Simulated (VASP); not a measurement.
# Al (Im-3m) in VASP: a series of runs, part 3 of 3

VASP 6.6.1. Earlier steps stand in the parts before.

## 6. Electric field gradients, r2SCAN (volume scaled by 1.03)

Contents of POSCAR:

```
Al
1.0
   -1.6069743552      1.6069743552      1.6069743552
    1.6069743552     -1.6069743552      1.6069743552
    1.6069743552      1.6069743552     -1.6069743552
Al
1
Direct
    0.0000000000      0.0000000000      0.0000000000
```

Contents of INCAR.step1:

```
  PREC = Accurate
  ENCUT = 520
  ISMEAR = -1
  SIGMA = 0.08
  LREAL = F
  LASPH = T
  NELM = 80
  NBANDS = 8
  GGA = PE
  ALGO = Normal
  EDIFF = 1E-4
  LWAVE = T
  LCHARG = F
```

Contents of INCAR.step2:

```
  PREC = Accurate
  ENCUT = 520
  EDIFF = 1E-8
  ISMEAR = -1
  SIGMA = 0.08
  LREAL = F
  LASPH = T
  NELM = 80
  ALGO = Normal
  ISIF = 2
  LWAVE = F
  LCHARG = F
  METAGGA = R2SCAN
  LMIXTAU = T
  LEFG = T
  NBANDS = 8
  ISTART = 1
```

Contents of KPOINTS:

```
Automatic mesh
0
Gamma
  18 18 18
```

Potentials or basis: VASP PAW PBE potentials, release 64 (Al).

On the command line:

```bash
cat potpaw_PBE.64/Al/POTCAR > POTCAR
cp INCAR.step1 INCAR
mpirun -np 1 vasp_std > vasp.out
cp INCAR.step2 INCAR
mpirun -np 1 vasp_std > vasp.out
```

OUTCAR:

```text
PREC = Accurate
   ENCUT = 520
   EDIFF = 1E-8
   ISMEAR = -1
   LREAL = F
   LASPH = T
   NELM = 80
   ISIF = 2
   METAGGA = R2SCAN
   ISTART = 1

 ion  position               nearest neighbor table
   1  0.000  0.000  0.000-

  LATTYP: Found a body centered cubic cell.
 ALAT       =     3.2139487104

  Lattice vectors:

 A1 = (  -1.6069743552,   1.6069743552,   1.6069743552)
 A2 = (   1.6069743552,  -1.6069743552,   1.6069743552)
 A3 = (   1.6069743552,   1.6069743552,  -1.6069743552)

Analysis of symmetry for initial positions (statically):
=====================================================================
 Subroutine PRICEL returns:
 Original cell was already a primitive cell.

 Routine SETGRP: Setting up the symmetry group for a
 body centered cubic supercell.

 Subroutine GETGRP returns: Found 48 space group operations
 (whereof 48 operations were pure point group operations)
 out of a pool of 48 trial point group operations.

The static configuration has the point symmetry O_h .

Analysis of symmetry for dynamics (positions and initial velocities):
=====================================================================
 Subroutine PRICEL returns:
 Original cell was already a primitive cell.

 Routine SETGRP: Setting up the symmetry group for a
 body centered cubic supercell.

 Subroutine GETGRP returns: Found 48 space group operations
 (whereof 48 operations were pure point group operations)
 out of a pool of 48 trial point group operations.

The dynamic configuration has the point symmetry O_h .

 Subroutine INISYM returns: Found 48 space group operations
[... 146 lines left out ...]
 cond. band min:       7.9856728939   @ k =  -0.3889   0.3889   0.1667
 fundamental gap:      0.0046165290
 Fermi energy:         7.9846468017

 k-point     1 :       0.0000    0.0000    0.0000
  band No.  band energies     occupation
      1      -3.8493      2.00000
      2      21.9683      0.00000
      3      21.9683      0.00000
      4      21.9683      0.00000
      5      23.7900      0.00000
      6      23.7900      0.00000
      7      23.7900      0.00000
      8      25.1865      0.00000
[... 243 lines left out ...]
 k-point    24 :       0.3889    0.1111    0.0000
  band No.  band energies     occupation
      1       2.3168      2.00000
      2       5.6292      2.00000
      3      13.4241      0.00000
      4      16.5331      0.00000
      5      20.1511      0.00000
      6      23.0360      0.00000
      7      27.7417      0.00000
      8      30.3408      0.00000

 [... further k-points ...]
[... 5 lines left out ...]
  --------------------------------------------------------------------------------------
  -------------------------------------------------------------------------------------
  Total       -0.2225941     -0.2225941     -0.2225941      0.0000000      0.0000000      0.0000000
  in kB      -21.4851030    -21.4851030    -21.4851030      0.0000000      0.0000000      0.0000000
  external PRESSURE =     -21.4851030 kB  Pullay stress =       0.0000000 kB

 VOLUME and BASIS-vectors are now :
 -----------------------------------------------------------------------------
  energy-cutoff  :      520.00
  volume of cell :       16.60
      direct lattice vectors                 reciprocal lattice vectors
    -1.606974355  1.606974355  1.606974355     0.000000000  0.311143733  0.311143733
     1.606974355 -1.606974355  1.606974355     0.311143733  0.000000000  0.311143733
     1.606974355  1.606974355 -1.606974355     0.311143733  0.311143733  0.000000000

 POSITION                                       TOTAL-FORCE (eV/Angst)
 -----------------------------------------------------------------------------------
      0.00000      0.00000      0.00000         0.000000      0.000000      0.000000
 -----------------------------------------------------------------------------------
    total drift:                                0.000000      0.000000      0.000000

  FREE ENERGIE OF THE ION-ELECTRON SYSTEM (eV)
  ---------------------------------------------------
  free  energy   TOTEN  =        -6.6262431007 eV

  energy  without entropy=       -6.6180697671  energy(sigma->0) =       -6.62215643

 Electric field gradients (V/A^2)
---------------------------------------------------------------------
 ion       V_xx      V_yy      V_zz      V_xy      V_xz      V_yz
---------------------------------------------------------------------
   1       0.000    -0.000    -0.000     0.000     0.000     0.000
---------------------------------------------------------------------

 Electric field gradients after diagonalization (V/A^2)
 (convention: |V_zz| > |V_xx| > |V_yy|)
----------------------------------------------------------------------
 ion       V_xx      V_yy      V_zz     asymmetry (V_yy - V_xx)/ V_zz
----------------------------------------------------------------------
   1      -0.000    -0.000     0.000       0.000
----------------------------------------------------------------------

           NMR quadrupolar parameters

 Cq : quadrupolar parameter    Cq=e*Q*V_zz/h
 eta: asymmetry parameters     (V_yy - V_xx)/ V_zz
 Q  : nuclear electric quadrupole moment in mb (millibarn)
----------------------------------------------------------------------
 ion       Cq(MHz)       eta       Q (mb)
----------------------------------------------------------------------
   1       0.000       0.000       1.000
----------------------------------------------------------------------
```

Wall time 70 s (1 thread of Intel Xeon 6975P-C, shared host); peak memory 0.15 GiB.

What came out:

```yaml
Free_energy: -6.6262 eV
Pressure: -2.1 GPa
```

Caveat: without QUAD_EFG the Cq values of the log hold for a quadrupole moment of 1 mb, not for the nuclei; the PAW data sets were made with another functional, which shifts forces and pressure a little.

## 7. Electric field gradients, r2SCAN (volume scaled by 1.06)

Contents of POSCAR:

```
Al
1.0
   -1.6224269796      1.6224269796      1.6224269796
    1.6224269796     -1.6224269796      1.6224269796
    1.6224269796      1.6224269796     -1.6224269796
Al
1
Direct
    0.0000000000      0.0000000000      0.0000000000
```

Contents of INCAR.step1:

```
SYSTEM = Al
PREC = Accurate
ENCUT = 520
ISMEAR = -1
SIGMA = 0.08
LREAL = .FALSE.
LASPH = .TRUE.
NELM = 100
NBANDS = 8
GGA = PE
ALGO = Normal
EDIFF = 1E-4
LWAVE = .TRUE.
LCHARG = .FALSE.
```

Contents of INCAR.step2:

```
SYSTEM = Al
PREC = Accurate
ENCUT = 520
EDIFF = 1E-8
ISMEAR = -1
SIGMA = 0.08
LREAL = .FALSE.
LASPH = .TRUE.
NELM = 100
ALGO = Normal
ISIF = 2
LWAVE = .FALSE.
LCHARG = .FALSE.
METAGGA = R2SCAN
LMIXTAU = .TRUE.
LEFG = .TRUE.
NBANDS = 8
ISTART = 1
```

Contents of KPOINTS:

```
regular mesh
0
G
  18 18 18
  0 0 0
```

Potentials or basis: VASP PAW PBE potentials, release 64 (Al).

On the command line:

```bash
cat potpaw_PBE.64/Al/POTCAR > POTCAR
cp INCAR.step1 INCAR
mpirun -np 1 vasp_std > vasp.out
cp INCAR.step2 INCAR
mpirun -np 1 vasp_std > vasp.out
```

OUTCAR:

```text
SYSTEM = Al
   PREC = Accurate
   ENCUT = 520
   EDIFF = 1E-8
   ISMEAR = -1
   LREAL = .FALSE.
   LASPH = .TRUE.
   NELM = 100
   ISIF = 2
   METAGGA = R2SCAN
   ISTART = 1

 ion  position               nearest neighbor table
   1  0.000  0.000  0.000-

  LATTYP: Found a body centered cubic cell.
 ALAT       =     3.2448539592

  Lattice vectors:

 A1 = (  -1.6224269796,   1.6224269796,   1.6224269796)
 A2 = (   1.6224269796,  -1.6224269796,   1.6224269796)
 A3 = (   1.6224269796,   1.6224269796,  -1.6224269796)

[... 468 lines left out ...]
    total drift:                                0.000000     -0.000000      0.000000

  FREE ENERGIE OF THE ION-ELECTRON SYSTEM (eV)
  ---------------------------------------------------
  free  energy   TOTEN  =        -6.6166593429 eV

  energy  without entropy=       -6.6085626064  energy(sigma->0) =       -6.61261097

 Electric field gradients (V/A^2)
---------------------------------------------------------------------
 ion       V_xx      V_yy      V_zz      V_xy      V_xz      V_yz
---------------------------------------------------------------------
   1       0.000    -0.000    -0.000    -0.000    -0.000    -0.000
---------------------------------------------------------------------

 Electric field gradients after diagonalization (V/A^2)
 (convention: |V_zz| > |V_xx| > |V_yy|)
----------------------------------------------------------------------
 ion       V_xx      V_yy      V_zz     asymmetry (V_yy - V_xx)/ V_zz
----------------------------------------------------------------------
   1       0.000     0.000    -0.000       0.000
----------------------------------------------------------------------

           NMR quadrupolar parameters

 Cq : quadrupolar parameter    Cq=e*Q*V_zz/h
 eta: asymmetry parameters     (V_yy - V_xx)/ V_zz
 Q  : nuclear electric quadrupole moment in mb (millibarn)
----------------------------------------------------------------------
 ion       Cq(MHz)       eta       Q (mb)
----------------------------------------------------------------------
   1      -0.000       0.000       1.000
----------------------------------------------------------------------
```

OUTCAR.step1:

```text
SYSTEM = Al
   PREC = Accurate
   ENCUT = 520
   ISMEAR = -1
   LREAL = .FALSE.
   LASPH = .TRUE.
[... 481 lines left out ...]
 -----------------------------------------------------------------------------------
      0.00000      0.00000      0.00000         0.000000      0.000000     -0.000000
 -----------------------------------------------------------------------------------
    total drift:                                0.000000     -0.000000      0.000000

  FREE ENERGIE OF THE ION-ELECTRON SYSTEM (eV)
  ---------------------------------------------------
  free  energy   TOTEN  =        -3.6554751553 eV

  energy  without entropy=       -3.6473843745  energy(sigma->0) =       -3.65142976
```

It took 75 s on 1 thread of Intel Xeon 6975P-C, shared host; peak memory 0.15 GiB.

Results:

- Free energy: -6.6167 eV
- Pressure: -4.1 GPa

Caveat: without QUAD_EFG the Cq values of the log hold for a quadrupole moment of 1 mb, not for the nuclei; the PAW data sets were made with another functional, which shifts forces and pressure a little.

## 8. The runs side by side

```tsv
cell	gap on the mesh (eV)	pressure (GPa)
a = 2.700 Å, angles 109.5°, 1 atom	none	6.0
a = 2.728 Å, angles 109.5°, 1 atom	none	2.9
a = 2.756 Å, angles 109.5°, 1 atom	none	0.2
a = 2.783 Å, angles 109.5°, 1 atom	none	-2.1
a = 2.810 Å, angles 109.5°, 1 atom	none	-4.1
```

Alike in all rows: task electric field gradients; level r2SCAN; potentials or basis VASP PAW PBE potentials, release 64 (Al); no spin polarisation; k mesh 18 × 18 × 18; cutoff (eV) 520; smearing fermi-dirac 0.08 eV.

Caveats: the PAW data sets were made with another functional, which shifts forces and pressure a little.

Absolute energies hang on the potentials; compare differences alone.
